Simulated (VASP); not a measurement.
# Mg (P6_3/mmc) in VASP: further runs

Runs on Mg. Level: PBE. Tasks: single point.

Program: VASP 6.6.1. These are calculated values, not measurements. Logs are shortened: lines on timing, memory, paths and dates and some standing lists are left out, and cuts for length are marked.

### 1 The cell of the first run

The structure is hexagonal, space group P6_3/mmc (No. 194). The conventional cell has a = 3.177 Å, b = 3.177 Å, c = 10.319 Å, α = 90.00°, β = 90.00°, γ = 120.00°. Within 4.2 Å of Mg (site symmetry -6m2) lie 12 Mg at 3.17 to 3.18 Å. Mg (site symmetry -3m) has 12 Mg at 3.17 to 3.18 Å within 4.2 Å.

### 2 Single point, PBE

INCAR reads:

```
  PREC = Accurate
  ENCUT = 520
  EDIFF = 1E-6
  ISMEAR = 0
  SIGMA = 0.019000000000000003
  LREAL = False
  LASPH = True
  NELM = 60
  ALGO = Normal
  ISIF = 2
  LWAVE = False
  LCHARG = False
  GGA = PE
  NBANDS = 12
```

KPOINTS reads:

```
regular mesh
0
Gamma
  10 10 3
```

POSCAR reads:

```
Mg
1.0
    3.1768261656      0.0000000000      0.0000000000
   -1.5884130828      2.7512121628      0.0000000000
    0.0000000000      0.0000000000     10.3188620100
Mg
4
Direct
    0.6666666667      0.3333333333      0.7500000000
    0.0000000000      0.0000000000      0.5000000000
    0.3333333333      0.6666666667      0.2500000000
    0.0000000000      0.0000000000      0.0000000000
```

Potentials or basis: VASP PAW PBE potentials, release 64 (Mg).

Launch:

```bash
> cat potpaw_PBE.64/Mg/POTCAR > POTCAR
> mpirun -np 1 vasp_std > vasp.out
```

OUTCAR:

```text
PREC = Accurate
   ENCUT = 520
   EDIFF = 1E-6
   ISMEAR = 0
   LREAL = False
   LASPH = True
   NELM = 60
   ISIF = 2
   GGA = PE

 ion  position               nearest neighbor table
   1  0.667  0.333  0.750-   2 3.17   4 3.17   2 3.17   4 3.17   2 3.17   4 3.17
   2  0.000  0.000  0.500-   1 3.17   3 3.17   3 3.17   1 3.17   1 3.17   3 3.17
   3  0.333  0.667  0.250-   2 3.17   4 3.17   2 3.17   4 3.17   2 3.17   4 3.17
   4  0.000  0.000  0.000-   1 3.17   3 3.17   3 3.17   1 3.17   1 3.17   3 3.17

  LATTYP: Found a hexagonal cell.
 ALAT       =     3.1768261656
 C/A-ratio  =     3.2481670296

  Lattice vectors:

 A1 = (   3.1768261656,   0.0000000000,   0.0000000000)
 A2 = (  -1.5884130828,   2.7512121628,   0.0000000000)
 A3 = (   0.0000000000,   0.0000000000,  10.3188620100)

Analysis of symmetry for initial positions (statically):
=====================================================================
 Subroutine PRICEL returns:
 Original cell was already a primitive cell.

 Routine SETGRP: Setting up the symmetry group for a
 hexagonal supercell.

 Subroutine GETGRP returns: Found 24 space group operations
 (whereof 12 operations were pure point group operations)
 out of a pool of 24 trial point group operations.

The static configuration has the point symmetry D_3d.
 The point group associated with its full space group is D_6h.

Analysis of symmetry for dynamics (positions and initial velocities):
=====================================================================
 Subroutine PRICEL returns:
 Original cell was already a primitive cell.

 Routine SETGRP: Setting up the symmetry group for a
 hexagonal supercell.

 Subroutine GETGRP returns: Found 24 space group operations
 (whereof 12 operations were pure point group operations)
 out of a pool of 24 trial point group operations.

The dynamic configuration has the point symmetry D_3d.
 The point group associated with its full space group is D_6h.

 Subroutine INISYM returns: Found 24 space group operations
 (whereof 12 operations are pure point group operations),
 and found     1 'primitive' translations

----------------------------------------------------------------------------------------

                                     Primitive cell

  volume of cell :      90.1881

  direct lattice vectors                    reciprocal lattice vectors
     3.176826166  0.000000000  0.000000000     0.314779578  0.181738074  0.000000000
    -1.588413083  2.751212163  0.000000000     0.000000000  0.363476148  0.000000000
     0.000000000  0.000000000 10.318862010     0.000000000  0.000000000  0.096909911

  length of vectors
     3.176826166  3.176826166 10.318862010     0.363476148  0.363476148  0.096909911

  position of ions in fractional coordinates (direct lattice)
     0.666666667  0.333333333  0.750000000
     0.000000000  0.000000000  0.500000000
     0.333333333  0.666666667  0.250000000
     0.000000000  0.000000000  0.000000000

  ion indices of the primitive-cell ions
   primitive index   ion index
                 1           1
                 2           2
                 3           3
                 4           4

----------------------------------------------------------------------------------------

 KPOINTS: regular mesh

Automatic generation of k-mesh.
 Grid dimensions read from file:
 generate k-points for:   10   10    3

 Generating k-lattice:

  Cartesian coordinates                     Fractional coordinates (reciprocal lattice)
     0.031477958  0.018173807  0.000000000     0.100000000 -0.000000000  0.000000000
     0.000000000  0.036347615  0.000000000     0.000000000  0.100000000  0.000000000
     0.000000000  0.000000000  0.032303304     0.000000000  0.000000000  0.333333333

  Length of vectors
     0.036347615  0.036347615  0.032303304

  Shift w.r.t. Gamma in fractional coordinates (k-lattice)
     0.000000000  0.000000000  0.000000000

 Subroutine IBZKPT returns following result:
 ===========================================

 Found     28 irreducible k-points:

 Following reciprocal coordinates:
            Coordinates               Weight
  0.000000  0.000000  0.000000      1.000000
  0.100000  0.000000  0.000000      6.000000
  0.200000  0.000000  0.000000      6.000000
  0.300000  0.000000  0.000000      6.000000
  0.400000  0.000000  0.000000      6.000000
  0.500000  0.000000  0.000000      3.000000
[... 16 lines left out ...]
  0.300000  0.100000  0.333333     24.000000
  0.400000  0.100000  0.333333     24.000000
 [... further k-points ...]
   k-points           NKPTS =     28   k-points in BZ     NKDIM =     28   number of bands    NBANDS=     12
   number of dos      NEDOS =    301   number of ions     NIONS =      4
   total plane-waves  NPLWV =  46080
   dimension x,y,z NGX =    24 NGY =   24 NGZ =   80
   dimension x,y,z NGXF=    48 NGYF=   48 NGZF=  160
   ions per type =               4
   NGX,Y,Z   is equivalent  to a cutoff of  12.56, 12.56, 12.89 a.u.
   NGXF,Y,Z  is equivalent  to a cutoff of  25.12, 25.12, 25.78 a.u.
 SYSTEM =  unknown system
   PREC   = accura    normal or accurate (medium, high low for compatibility)
   ISTART =      0    job   : 0-new  1-cont  2-samecut
   ICHARG =      2    charge: 1-file 2-atom 10-const
   ISPIN  =      1    spin polarized calculation?
   LNONCOLLINEAR =      F non collinear calculations
   LSORBIT =      F    spin-orbit coupling
   LASPH  =      T    aspherical Exc in radial PAW
   ENCUT  =  520.0 eV  38.22 Ry    6.18 a.u.   5.91  5.91 19.19*2*pi/ulx,y,z
   NELM   =     60;   NELMIN=  2; NELMDL= -5     # of ELM steps
   EDIFF  = 0.1E-05   stopping-criterion for ELM
   LREAL  =      F    real-space projection
   EDIFFG = 0.1E-04   stopping-criterion for IOM
   NSW    =      0    number of steps for IOM
   IBRION =     -1    ionic relax: 0-MD 1-quasi-New 2-CG
   NFREE  =      0    steps in history (QN), initial steepest desc. (CG)
   ISIF   =      2    stress and relaxation
   ISYM   =      2    0-nonsym 1-usesym 2-fastsym
   POTIM  = 0.5000    time-step for ionic-motion
   TEBEG  =    0.0;   TEEND  =   0.0 temperature during run
   PSTRESS=    0.0 pullay stress
   NELECT =       8.0000    total number of electrons
   NUPDOWN=      -1.0000    fix difference up-down
   EMIN   =  10.00;   EMAX   =-10.00  energy-range for DOS
   EFERMI =   0.00;   METHOD = LEGACY
   ISMEAR =     0;   SIGMA  =   0.02  broadening in eV -4-tet -1-fermi 0-gaus
   EFERMI_NEDOS =   21; number of points for ismear=-14 and -15
   IALGO  =     38    algorithm
   IMIX   =      4    mixing-type and parameters
     AMIX     =   0.40;   BMIX     =  1.00
     AMIX_MAG =   1.60;   BMIX_MAG =  1.00
  volume/ion in A,a.u.               =      22.55       152.15
  Fermi-wavevector in a.u.,A,eV,Ry     =   0.730110  1.379708  7.252733  0.533061
  Thomas-Fermi vector in A             =   1.821999
   LORBIT       =      0    0 simple, 1 ext, 2 COOP (PROOUT), +10 PAW based schemes
   GGA     = PE    functional components
   LHFCALC =     F    Hartree Fock is set to
   AEXX    =    0.0000 exact exchange contribution
   IVDW    =     0    specifies the selected vdW correction
   LEPSILON=     F    determine dielectric tensor
   LRPA    =     F    only Hartree local field effects (RPA)
 non-spin polarized calculation
 Gauss-broadening in eV      SIGMA  =   0.02
  energy-cutoff  :      520.00
  volume of cell :       90.19
 maximum number of plane-waves:      2456
 NGX is ok and might be reduce to    24
   NGX = 11   NGY = 11   NGZ = 39

 number of electron       8.0000000 magnetization

 Free energy of the ion-electron system (eV)
  ---------------------------------------------------
  ext. energy  EPLUGINS =         0.00000000
  ---------------------------------------------------
  free energy    TOTEN  =        -5.99491362 eV

  energy without entropy =       -5.99477164  energy(sigma->0) =       -5.99484263

 E-fermi :   2.8324     XC(G=0):  -8.5467

 val. band max:        2.8190021273   @ k =   0.3000   0.3000   0.0000
 cond. band min:       2.8846555474   @ k =   0.3000   0.3000   0.3333
 fundamental gap:      0.0656534202
 Fermi energy:         2.8323549751

 k-point     1 :       0.0000    0.0000    0.0000
  band No.  band energies     occupation
      1      -4.2817      2.00000
      2      -2.8747      2.00000
      3      -2.8738      2.00000
      4       1.0115      2.00000
      5       1.4844      2.00000
      6       7.8009      0.00000
      7       7.8103      0.00000
      8      13.8012      0.00000
      9      13.8012      0.00000
     10      13.8778      0.00000
     11      13.8778      0.00000
     12      14.5864      0.00000

 k-point     2 :       0.1000    0.0000    0.0000
  band No.  band energies     occupation
      1      -4.0824      2.00000
      2      -2.6784      2.00000
      3      -2.6775      2.00000
      4       1.1931      2.00000
      5       1.6777      2.00000
      6       7.9449      0.00000
      7       7.9662      0.00000
      8      11.0481      0.00000
      9      12.0982      0.00000
     10      12.1770      0.00000
     11      12.3578      0.00000
     12      13.3170      0.00000

 k-point     3 :       0.2000    0.0000    0.0000
  band No.  band energies     occupation
      1      -3.4872      2.00000
      2      -2.0922      2.00000
      3      -2.0910      2.00000
      4       1.7383      2.00000
      5       2.2458      2.00000
      6       7.7097      0.00000
      7       8.2599      0.00000
      8       8.7152      0.00000
      9       9.2290      0.00000
     10       9.4435      0.00000
     11      11.1945      0.00000
     12      11.7557      0.00000
[... 286 lines left out ...]
 k-point    23 :       0.3000    0.1000    0.3333
  band No.  band energies     occupation
      1      -1.5710      2.00000
      2      -1.1134      2.00000
      3       0.6874      2.00000
      4       1.9935      2.00000
      5       4.0829      0.00000
      6       4.5187      0.00000
      7       5.7229      0.00000
      8       6.2931      0.00000
      9       7.3133      0.00000
     10       7.5533      0.00000
     11       8.3829      0.00000
     12       8.7850      0.00000

 k-point    24 :       0.4000    0.1000    0.3333
  band No.  band energies     occupation
      1      -0.0369      2.00000
      2       0.4083      2.00000
      3       1.8067      2.00000
      4       1.9753      2.00000
      5       2.5770      2.00000
      6       3.5123      0.00000
      7       4.1984      0.00000
      8       5.3902      0.00000
      9       6.8137      0.00000
     10       7.5308      0.00000
     11       8.1620      0.00000
     12       8.9693      0.00000

 [... further k-points ...]
[... 5 lines left out ...]
  --------------------------------------------------------------------------------------
  -------------------------------------------------------------------------------------
  Total        0.2139197      0.2139197      0.9876835     -0.0000000      0.0000000     -0.0000000
  in kB        3.8002490      3.8002490     17.5460369     -0.0000000      0.0000000     -0.0000000
  external PRESSURE =       8.3821783 kB  Pullay stress =       0.0000000 kB

 VOLUME and BASIS-vectors are now :
 -----------------------------------------------------------------------------
  energy-cutoff  :      520.00
  volume of cell :       90.19
      direct lattice vectors                 reciprocal lattice vectors
     3.176826166  0.000000000  0.000000000     0.314779578  0.181738074  0.000000000
    -1.588413083  2.751212163  0.000000000     0.000000000  0.363476148  0.000000000
     0.000000000  0.000000000 10.318862010     0.000000000  0.000000000  0.096909911

 POSITION                                       TOTAL-FORCE (eV/Angst)
 -----------------------------------------------------------------------------------
      1.58841      0.91707      7.73915         0.000000     -0.000000     -0.000000
      0.00000      0.00000      5.15943         0.000000      0.000000      0.000000
     -0.00000      1.83414      2.57972        -0.000000      0.000000     -0.000000
      0.00000      0.00000      0.00000         0.000000      0.000000      0.000000
 -----------------------------------------------------------------------------------
    total drift:                                0.000000     -0.000000     -0.000000

  FREE ENERGIE OF THE ION-ELECTRON SYSTEM (eV)
  ---------------------------------------------------
  free  energy   TOTEN  =        -5.9949136216 eV

  energy  without entropy=       -5.9947716357  energy(sigma->0) =       -5.99484263
```

Wall time 21 s (1 thread of AMD EPYC 7R43 (Zen 3), shared host); peak memory 0.16 GiB.

What came out:

```yaml
Free_energy: -5.9949 eV
Pressure: 0.8 GPa
Band_gap_on_the_k_mesh: zero (band 4 reaches 3.37 eV, above the bottom of band 5 at 1.48 eV)
```

### 3 Single point, PBE

INCAR reads:

```
ALGO = Fast
EDIFF = 1E-6
ENCUT = 520
GGA = PE
ISIF = 2
ISMEAR = 0
LASPH = T
LCHARG = T
LELF = T
LREAL = F
LVHAR = T
LWAVE = F
NBANDS = 12
NELM = 80
PREC = Accurate
SIGMA = 0.020999999999999998
```

KPOINTS reads:

```
k-points
0
Gamma
  10 10 3
```

POSCAR is that of step 2.

Potentials or basis: VASP PAW PBE potentials, release 64 (Mg).

Launch:

```bash
> cat potpaw_PBE.64/Mg/POTCAR > POTCAR
> mpirun -np 1 vasp_std > vasp.out
```

It took 24 s on 1 thread of AMD EPYC 7R43 (Zen 3), shared host; peak memory 0.16 GiB.

It converged, with:

| Item | Value |
| --- | --- |
| Free energy | -5.9949 eV |
| Pressure | 0.8 GPa |
| Band gap on the k mesh | zero (band 4 reaches 3.37 eV, above the bottom of band 5 at 1.48 eV) |

Stress tensor (GPa, compression positive):
```
0.38 0.00 0.00
0.00 0.38 0.00
0.00 0.00 1.75
```

Levels at points of the mesh, in eV from the Fermi level:
| k point | band 2 | band 3 | band 4 | band 5 | band 6 | band 7 |
| --- | --- | --- | --- | --- | --- | --- |
| (0.00, 0.00, 0.00) | -5.71 | -5.71 | -1.82 | -1.35 | 4.97 | 4.98 |
| (0.50, 0.00, 0.00) | -2.26 | -1.20 | -1.17 | -0.62 | -0.58 | 2.67 |

(Continued in part 2 of 2.)
